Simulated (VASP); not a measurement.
# Pd (Im-3m) in VASP: a series of runs

Aim: see how the results for Pd move with the level of theory and the settings. Levels: LDA, RPBE+D3(BJ), PBE+D3(BJ). Tasks: single point.

All numbers are computed with VASP 6.6.1; they aren't measurements. Logs are shortened: lines on timing, memory, paths and dates and some standing lists are left out, and cuts for length are marked.

## Step 1: The cell of the first run

The structure is cubic, space group Im-3m (No. 229). The conventional cell has a = 3.165 Å, b = 3.165 Å, c = 3.165 Å, α = 90.00°, β = 90.00°, γ = 90.00°. Within 3.6 Å of Pd (site symmetry m-3m) lie 14 Pd at 2.74 to 3.17 Å.

## Step 2: Single point, LDA (volume scaled by 1.02)

Contents of INCAR:

```
ALGO = Normal
EDIFF = 1E-6
ENCUT = 520
GGA = CA
ISIF = 2
ISMEAR = -1
LASPH = T
LCHARG = F
LREAL = F
LWAVE = F
NBANDS = 11
NELM = 60
PREC = Accurate
SIGMA = 0.05
```

Contents of KPOINTS:

```
k-points
0
Gamma
  12 12 12
```

Contents of POSCAR:

```
Pd
1.0
   -1.5826937604      1.5826937604      1.5826937604
    1.5826937604     -1.5826937604      1.5826937604
    1.5826937604      1.5826937604     -1.5826937604
Pd
1
Direct
    0.0000000000      0.0000000000      0.0000000000
```

Potentials or basis: VASP PAW LDA potentials, release 64 (Pd).

Started as:

```
$ cat potpaw_LDA.64/Pd/POTCAR > POTCAR
$ mpirun -np 1 vasp_std > vasp.out
```

OUTCAR:

```text
EDIFF = 1E-6
   ENCUT = 520
   GGA = CA
   ISIF = 2
   ISMEAR = -1
   LASPH = T
   LREAL = F
   NELM = 60
   PREC = Accurate

 ion  position               nearest neighbor table
   1  0.000  0.000  0.000-

  LATTYP: Found a body centered cubic cell.
 ALAT       =     3.1653875208

  Lattice vectors:

 A1 = (  -1.5826937604,   1.5826937604,   1.5826937604)
 A2 = (   1.5826937604,  -1.5826937604,   1.5826937604)
 A3 = (   1.5826937604,   1.5826937604,  -1.5826937604)

Analysis of symmetry for initial positions (statically):
=====================================================================
 Subroutine PRICEL returns:
 Original cell was already a primitive cell.

 Routine SETGRP: Setting up the symmetry group for a
 body centered cubic supercell.

 Subroutine GETGRP returns: Found 48 space group operations
[... 9 lines left out ...]

 Routine SETGRP: Setting up the symmetry group for a
 body centered cubic supercell.

 Subroutine GETGRP returns: Found 48 space group operations
[... 11 lines left out ...]
                                     Primitive cell

  volume of cell :      15.8581

  direct lattice vectors                    reciprocal lattice vectors
    -1.582693760  1.582693760  1.582693760     0.000000000  0.315917085  0.315917085
     1.582693760 -1.582693760  1.582693760     0.315917085  0.000000000  0.315917085
     1.582693760  1.582693760 -1.582693760     0.315917085  0.315917085  0.000000000

  length of vectors
     2.741306006  2.741306006  2.741306006     0.446774227  0.446774227  0.446774227

  position of ions in fractional coordinates (direct lattice)
     0.000000000  0.000000000  0.000000000

  ion indices of the primitive-cell ions
   primitive index   ion index
                 1           1

----------------------------------------------------------------------------------------

 KPOINTS: k-points

Automatic generation of k-mesh.
 Grid dimensions read from file:
 generate k-points for:   12   12   12

 Generating k-lattice:

  Cartesian coordinates                     Fractional coordinates (reciprocal lattice)
     0.000000000  0.026326424  0.026326424     0.083333333  0.000000000  0.000000000
     0.026326424  0.000000000  0.026326424     0.000000000  0.083333333  0.000000000
     0.026326424  0.026326424  0.000000000     0.000000000  0.000000000  0.083333333

  Length of vectors
     0.037231186  0.037231186  0.037231186

  Shift w.r.t. Gamma in fractional coordinates (k-lattice)
     0.000000000  0.000000000  0.000000000

 Subroutine IBZKPT returns following result:
 ===========================================

 Found     72 irreducible k-points:

 Following reciprocal coordinates:
            Coordinates               Weight
  0.000000  0.000000  0.000000      1.000000
  0.083333  0.000000  0.000000     12.000000
  0.166667  0.000000  0.000000     12.000000
  0.250000  0.000000  0.000000     12.000000
  0.333333  0.000000  0.000000     12.000000
  0.416667  0.000000  0.000000     12.000000
[... 16 lines left out ...]
  0.333333  0.083333  0.083333     24.000000
  0.416667  0.083333  0.083333     12.000000
 [... further k-points ...]
   k-points           NKPTS =     72   k-points in BZ     NKDIM =     72   number of bands    NBANDS=     11
   number of dos      NEDOS =    301   number of ions     NIONS =      1
   total plane-waves  NPLWV =   8000
   dimension x,y,z NGX =    20 NGY =   20 NGZ =   20
   dimension x,y,z NGXF=    40 NGYF=   40 NGZF=   40
   ions per type =               1
   NGX,Y,Z   is equivalent  to a cutoff of  12.13, 12.13, 12.13 a.u.
   NGXF,Y,Z  is equivalent  to a cutoff of  24.26, 24.26, 24.26 a.u.
 SYSTEM =  unknown system
   PREC   = accura    normal or accurate (medium, high low for compatibility)
   ISTART =      0    job   : 0-new  1-cont  2-samecut
   ICHARG =      2    charge: 1-file 2-atom 10-const
   ISPIN  =      1    spin polarized calculation?
   LNONCOLLINEAR =      F non collinear calculations
   LSORBIT =      F    spin-orbit coupling
   LASPH  =      T    aspherical Exc in radial PAW
   ENCUT  =  520.0 eV  38.22 Ry    6.18 a.u.   5.10  5.10  5.10*2*pi/ulx,y,z
   NELM   =     60;   NELMIN=  2; NELMDL= -5     # of ELM steps
   EDIFF  = 0.1E-05   stopping-criterion for ELM
   LREAL  =      F    real-space projection
   EDIFFG = 0.1E-04   stopping-criterion for IOM
   NSW    =      0    number of steps for IOM
   IBRION =     -1    ionic relax: 0-MD 1-quasi-New 2-CG
   NFREE  =      0    steps in history (QN), initial steepest desc. (CG)
   ISIF   =      2    stress and relaxation
   ISYM   =      2    0-nonsym 1-usesym 2-fastsym
   POTIM  = 0.5000    time-step for ionic-motion
   TEBEG  =    0.0;   TEEND  =   0.0 temperature during run
   PSTRESS=    0.0 pullay stress
   NELECT =      10.0000    total number of electrons
   NUPDOWN=      -1.0000    fix difference up-down
   EMIN   =  10.00;   EMAX   =-10.00  energy-range for DOS
   EFERMI =   0.00;   METHOD = LEGACY
   ISMEAR =    -1;   SIGMA  =   0.05  broadening in eV -4-tet -1-fermi 0-gaus
   EFERMI_NEDOS =   21; number of points for ismear=-14 and -15
   IALGO  =     38    algorithm
   IMIX   =      4    mixing-type and parameters
     AMIX     =   0.40;   BMIX     =  1.00
     AMIX_MAG =   1.60;   BMIX_MAG =  1.00
  volume/ion in A,a.u.               =      15.86       107.02
  Fermi-wavevector in a.u.,A,eV,Ry     =   1.403863  2.652916 26.814774  1.970830
  Thomas-Fermi vector in A             =   2.526482
   LORBIT       =      0    0 simple, 1 ext, 2 COOP (PROOUT), +10 PAW based schemes
   GGA     = CA    functional components
   LHFCALC =     F    Hartree Fock is set to
   AEXX    =    0.0000 exact exchange contribution
   IVDW    =     0    specifies the selected vdW correction
   LEPSILON=     F    determine dielectric tensor
   LRPA    =     F    only Hartree local field effects (RPA)
 non-spin polarized calculation
  energy-cutoff  :      520.00
  volume of cell :       15.86
 maximum number of plane-waves:       438
   NGX = 11   NGY = 11   NGZ = 11

 number of electron      10.0000001 magnetization

 Free energy of the ion-electron system (eV)
  ---------------------------------------------------
  ext. energy  EPLUGINS =         0.00000000
  ---------------------------------------------------
  free energy    TOTEN  =        -6.34840669 eV

  energy without entropy =       -6.33757422  energy(sigma->0) =       -6.34299046

 E-fermi :   8.3789     XC(G=0): -13.0763

 val. band max:        8.3713088638   @ k =  -0.2500   0.2500   0.1667
 cond. band min:       8.4480497878   @ k =  -0.4167   0.4167   0.2500
 fundamental gap:      0.0767409240
 Fermi energy:         8.3788566520

 k-point     1 :       0.0000    0.0000    0.0000
  band No.  band energies     occupation
      1       1.7174      2.00000
      2       5.7206      2.00000
      3       5.7206      2.00000
      4       5.7206      2.00000
      5       7.5565      2.00000
      6       7.5565      2.00000
      7      27.5524      0.00000
      8      27.5524      0.00000
      9      27.5524      0.00000
     10      34.5931      0.00000
     11      35.4319      0.00000

 k-point     2 :       0.0833    0.0000    0.0000
  band No.  band energies     occupation
      1       1.9665      2.00000
      2       5.6406      2.00000
      3       5.7245      2.00000
      4       5.8925      2.00000
      5       7.4661      2.00000
      6       7.5626      2.00000
      7      27.3103      0.00000
      8      27.5575      0.00000
      9      27.8350      0.00000
     10      33.3660      0.00000
     11      33.8461      0.00000

 k-point     3 :       0.1667    0.0000    0.0000
  band No.  band energies     occupation
      1       2.6480      2.00000
      2       5.4283      2.00000
      3       5.7400      2.00000
      4       6.3847      2.00000
      5       7.3036      2.00000
      6       7.5845      2.00000
      7      25.9694      0.00000
      8      27.1075      0.00000
      9      28.6109      0.00000
     10      32.2469      0.00000
     11      32.3464      0.00000

 k-point     4 :       0.2500    0.0000    0.0000
  band No.  band energies     occupation
      1       3.4416      2.00000
      2       5.1521      2.00000
      3       5.9851      2.00000
      4       7.1213      2.00000
      5       7.2570      2.00000
      6       7.6273      2.00000
      7      23.2126      0.00000
      8      25.8557      0.00000
      9      29.6759      0.00000
     10      29.9040      0.00000
     11      31.9620      0.00000

 k-point     5 :       0.3333    0.0000    0.0000
  band No.  band energies     occupation
      1       3.7348      2.00000
      2       4.8901      2.00000
      3       7.0253      2.00000
      4       7.3895      2.00000
      5       7.6860      2.00000
      6       7.9560      1.99958
      7      20.0108      0.00000
      8      24.5287      0.00000
      9      27.5855      0.00000
     10      30.7334      0.00000
     11      32.2913      0.00000

 k-point     6 :       0.4167    0.0000    0.0000
  band No.  band energies     occupation
      1       3.6526      2.00000
      2       4.7062      2.00000
      3       7.4197      2.00000
      4       7.7397      1.99999
      5       8.6530      0.00828
      6       8.8149      0.00033
      7      17.1271      0.00000
      8      23.6143      0.00000
      9      25.9572      0.00000
     10      31.4876      0.00000
     11      32.7489      0.00000

 k-point     7 :       0.5000    0.0000    0.0000
  band No.  band energies     occupation
      1       3.5898      2.00000
      2       4.6404      2.00000
      3       7.4725      2.00000
      4       7.7618      1.99999
      5       8.9323      0.00003
      6       9.8589      0.00000
      7      15.7002      0.00000
      8      23.2928      0.00000
      9      25.3617      0.00000
     10      31.7562      0.00000
     11      33.0180      0.00000

 k-point     8 :       0.0833    0.0833    0.0000
  band No.  band energies     occupation
      1       2.4375      2.00000
      2       5.5520      2.00000
      3       5.6324      2.00000
      4       6.2653      2.00000
      5       7.3199      2.00000
      6       7.5955      2.00000
      7      26.6715      0.00000
      8      27.3007      0.00000
      9      28.1927      0.00000
     10      31.6781      0.00000
     11      32.5639      0.00000
[... 141 lines left out ...]
 k-point    19 :       0.3333    0.3333    0.0000
  band No.  band energies     occupation
      1       4.4612      2.00000
      2       5.4936      2.00000
      3       5.4936      2.00000
      4       7.7239      2.00000
      5       7.7239      2.00000
      6      15.8123      0.00000
      7      15.8123      0.00000
      8      16.4207      0.00000
      9      25.2994      0.00000
     10      31.8797      0.00000
     11      31.8797      0.00000

 k-point    20 :       0.0833    0.0833    0.0833
  band No.  band energies     occupation
      1       3.0723      2.00000
      2       5.3815      2.00000
      3       5.3815      2.00000
      4       6.9751      2.00000
      5       7.4510      2.00000
      6       7.4510      2.00000
      7      25.8740      0.00000
      8      25.8740      0.00000
      9      28.5225      0.00000
     10      28.7762      0.00000
     11      34.5224      0.00000

 k-point    21 :       0.1667    0.0833    0.0833
  band No.  band energies     occupation
      1       3.8748      2.00000
      2       5.0989      2.00000
      3       5.3513      2.00000
      4       7.3839      2.00000
      5       7.5806      2.00000
      6       7.9833      1.99927
      7      23.3955      0.00000
      8      24.6992      0.00000
      9      26.0527      0.00000
     10      29.7797      0.00000
     11      34.6050      0.00000

 k-point    22 :       0.2500    0.0833    0.0833
  band No.  band energies     occupation
      1       4.1446      2.00000
      2       4.8577      2.00000
      3       6.0144      2.00000
      4       7.4308      2.00000
      5       7.6826      2.00000
      6       9.2728      0.00000
      7      20.1710      0.00000
      8      23.5752      0.00000
      9      24.5596      0.00000
     10      30.9519      0.00000
     11      34.5278      0.00000

 k-point    23 :       0.3333    0.0833    0.0833
  band No.  band energies     occupation
      1       4.0138      2.00000
      2       4.6991      2.00000
      3       6.9874      2.00000
      4       7.5143      2.00000
      5       7.7490      1.99999
      6      10.7904      0.00000
      7      17.2318      0.00000
      8      22.7990      0.00000
      9      23.5105      0.00000
     10      31.8629      0.00000
     11      34.4653      0.00000

 k-point    24 :       0.4167    0.0833    0.0833
  band No.  band energies     occupation
      1       3.9399      2.00000
      2       4.6441      2.00000
      3       7.4154      2.00000
      4       7.5496      2.00000
      5       7.7725      1.99999
      6      11.8293      0.00000
      7      15.6772      0.00000
      8      22.5243      0.00000
      9      23.1072      0.00000
     10      32.1908      0.00000
     11      34.4623      0.00000

 [... further k-points ...]
[... 5 lines left out ...]
  --------------------------------------------------------------------------------------
  -------------------------------------------------------------------------------------
  Total       -1.7399978     -1.7399978     -1.7399978     -0.0000000      0.0000000     -0.0000000
  in kB     -175.7958474   -175.7958474   -175.7958474     -0.0000000      0.0000000     -0.0000000
  external PRESSURE =    -175.7958474 kB  Pullay stress =       0.0000000 kB

 VOLUME and BASIS-vectors are now :
 -----------------------------------------------------------------------------
  energy-cutoff  :      520.00
  volume of cell :       15.86
      direct lattice vectors                 reciprocal lattice vectors
    -1.582693760  1.582693760  1.582693760     0.000000000  0.315917085  0.315917085
     1.582693760 -1.582693760  1.582693760     0.315917085  0.000000000  0.315917085
     1.582693760  1.582693760 -1.582693760     0.315917085  0.315917085  0.000000000

 POSITION                                       TOTAL-FORCE (eV/Angst)
 -----------------------------------------------------------------------------------
      0.00000      0.00000      0.00000        -0.000000      0.000000     -0.000000
 -----------------------------------------------------------------------------------
    total drift:                                0.000000     -0.000000      0.000000

  FREE ENERGIE OF THE ION-ELECTRON SYSTEM (eV)
  ---------------------------------------------------
  free  energy   TOTEN  =        -6.3484066941 eV

  energy  without entropy=       -6.3375742234  energy(sigma->0) =       -6.34299046
```

It took 5.3 s on 1 thread of Intel Xeon Platinum 8488C (Sapphire Rapids), shared host; peak memory 0.12 GiB.

What came out:

```yaml
Free_energy: -6.3484 eV
Pressure: -17.6 GPa
Band_gap_on_the_k_mesh: zero (band 5 reaches 8.93 eV, above the bottom of band 6 at 7.45 eV)
```

(Continued in part 2 of 2.)
